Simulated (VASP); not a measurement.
Here is a VASP 6.6.1 calculation.

File INCAR:

```
PREC     = Accurate       # precision mode
ENCUT    = 500            # plane-wave cutoff, eV
EDIFF    = 1E-6           # SCF threshold, eV
ISMEAR   = -1             # smearing method
SIGMA    = 0.05           # smearing width, eV
LREAL    = False          # projectors in reciprocal space
LASPH    = True           # aspherical terms in the spheres
NELM     = 120            # most SCF steps
ALGO     = Normal         # electronic algorithm
ISIF     = 2              # what is computed and relaxed
LWAVE    = False          # write WAVECAR
LCHARG   = False          # write CHGCAR
GGA      = PS             # functional
NBANDS   = 10             # bands
GGA_COMPAT= False
```

KPOINTS

```
regular mesh
0
Gamma
  7 7 7
```

File POSCAR:

```
Na
1.0
   -2.1410000000      2.1410000000      2.1410000000
    2.1410000000     -2.1410000000      2.1410000000
    2.1410000000      2.1410000000     -2.1410000000
Na
1
Direct
    0.0000000000      0.0000000000      0.0000000000
```

Potentials or basis: VASP PAW PBE potentials, release 64 (Na_pv).

Launch:

```bash
$ cat potpaw_PBE.64/Na_pv/POTCAR > POTCAR
$ mpirun -np 1 vasp_std > vasp.out
```

(1) Predict the pressure.

Results:

(1) -0.6 GPa.

Caveat: the PAW data sets were made with another functional, which shifts forces and pressure a little.
